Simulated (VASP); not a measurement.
Write the native input for VASP 6.6.1 that does the following.

```
Task                   : relaxation of cell and atoms
Functional             : PBEsol
Potentials or basis    : VASP PAW PBE potentials, release 64 (I)
Cutoff                 : 600 eV
k mesh                 : 6 × 6 × 2
Occupations            : gaussian, width 0.1 eV
Spin                   : no spin polarisation
Dipole correction      : no
Further INCAR settings : ALGO = Normal; EDIFF = 1e-06; IBRION = 2; EDIFFG = -0.04; NSW = 90; ISIF = 3
```

The structure of I lies in POSCAR:

```
I
1.0
    5.0344120681      0.0000000000      0.0000000000
   -2.5172060341      4.3599287441      0.0000000000
    0.0000000000      0.0000000000      8.3067799124
I
4
Direct
    0.3333333333      0.6666666667      0.4375000000
    0.6666666667      0.3333333333      0.9375000000
    0.6666666667      0.3333333333      0.5625000000
    0.3333333333      0.6666666667      0.0625000000
```

The input as run:

INCAR

```
SYSTEM = I
  ALGO = Normal
  EDIFF = 1E-6
  EDIFFG = -0.04
  ENCUT = 600
  GGA = PS
  IBRION = 2
  ISIF = 3
  ISMEAR = 0
  LASPH = .TRUE.
  LCHARG = .FALSE.
  LREAL = .FALSE.
  LWAVE = .FALSE.
  NELM = 60
  NSW = 90
  PREC = Accurate
  SIGMA = 0.1
```

KPOINTS

```
k-points
0
G
  6 6 2
  0 0 0
```

Potentials or basis: VASP PAW PBE potentials, release 64 (I).

The run is started by

```bash
$ cat potpaw_PBE.64/I/POTCAR > POTCAR
$ mpirun -np 1 vasp_std > vasp.out
```

It gave:

The relaxed volume is 44.68 Å³/atom and the relaxed cell is a = 4.412 Å, b = 4.412 Å, c = 10.601 Å, α = 90.00°, β = 90.00°, γ = 120.00°. The space group after relaxing (to 0.1 Å) is P6_3/mmc (No. 194), the energy gained by relaxing is 542.9 meV/atom and the ionic steps are 89. The pressure after relaxing is 0.0 GPa. The largest force after relaxing is 0.013 eV/Å and the band gap on the k mesh is zero (bands 14 and 15 overlap by 0.03 eV).

Caveat: the k points lie up to 0.30 Å⁻¹ apart in the final cell; a cell axis changed by over 15 % at a fixed basis, so the end point is rough; the PAW data sets were made with another functional, which shifts forces and pressure a little; spin-orbit coupling is left out, which moves the levels of the heavy elements.

Wall time 45 min on 1 thread of Intel(R) Xeon(R) Platinum 8259CL CPU @ 2.50GHz (Skylake/Cascade Lake), on a shared host, peak memory 0.37 GiB.
